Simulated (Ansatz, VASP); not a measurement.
## Two plane-wave programs on KMgF3

The input INCAR:

```
ALGO = Normal ; EDIFF = 1E-6
ENCUT = 520 ; GGA = PE
ISIF = 2 ; ISMEAR = 0
LASPH = T ; LCHARG = T
LELF = T ; LREAL = F
LVHAR = T ; LWAVE = F
NBANDS = 24 ; NELM = 60
PREC = Accurate ; SIGMA = 0.05
```

File KPOINTS:

```
k-points
0
Gamma
  6 6 6
```

File POSCAR:

```
KMgF3
1.0
    4.0456885000      0.0000000000      0.0000000000
    0.0000000000      4.0456885000      0.0000000000
    0.0000000000      0.0000000000      3.9859000000
K Mg F
1 1 3
Direct
    0.5000000000      0.5000000000      0.5000000000
    0.0000000000      0.0000000000      0.0000000000
    0.5000000000      0.0000000000      0.0000000000
    0.0000000000      0.5000000000      0.0000000000
    0.0000000000      0.0000000000      0.5000000000
```

Input for Ansatz:

```yaml
crystal:
  lattice:
    - [4.0456885, 0.0, 0.0]
    - [0.0, 4.0456885, 0.0]
    - [0.0, 0.0, 3.9859]
  atoms:
    - { symbol: K, position: [0.5, 0.5, 0.5] }
    - { symbol: Mg, position: [0.0, 0.0, 0.0] }
    - { symbol: F, position: [0.5, 0.0, 0.0] }
    - { symbol: F, position: [0.0, 0.5, 0.0] }
    - { symbol: F, position: [0.0, 0.0, 0.5] }
basis:
  ecutwfc: 420
kpoints:
  mp_grid: { grid: [6, 6, 6] }
hamiltonian:
  xc: pbe
scf:
  occupations: { method: gaussian, width: 0.05 }
output:
  forces: true
  stress: true
  eigenvalues: true
```

Change from the starting cell: strain +0.015 along x and y, +0.000 along z, atoms carried along.

Alike in both runs: task single point; functional PBE; k mesh 6 × 6 × 6; occupations gaussian, width 0.05 eV; no spin polarisation.

|  | VASP | Ansatz |
| --- | --- | --- |
| version | VASP 6.6.1 | Ansatz 0.2.0 |
| potentials or method | VASP PAW PBE potentials, release 64 (K_sv, Mg, F), cutoff 520 eV | scalar-relativistic, plane waves, PAW |
| valence electrons in the cell | 32 | 40 |

VASP gave:

| Quantity | Value |
| --- | --- |
| gap on the k mesh at the Fermi level (eV) | 7.08 |
| least direct gap on the mesh (eV) | 7.40 |
| pressure (GPa) | 1.1 |
| traceless stress, the component that is largest in VASP (GPa) | 0.92 |

Task: Estimate Ansatz's values.

Result: gap on the k mesh at the Fermi level (eV): 7.11; least direct gap on the mesh (eV): 7.43; pressure (GPa): 1.5; traceless stress, the component that is largest in VASP (GPa): 0.92.

VASP's potentials hold 32 valence electrons a cell and Ansatz's 40, so a difference there can come from the potentials and not from the codes.
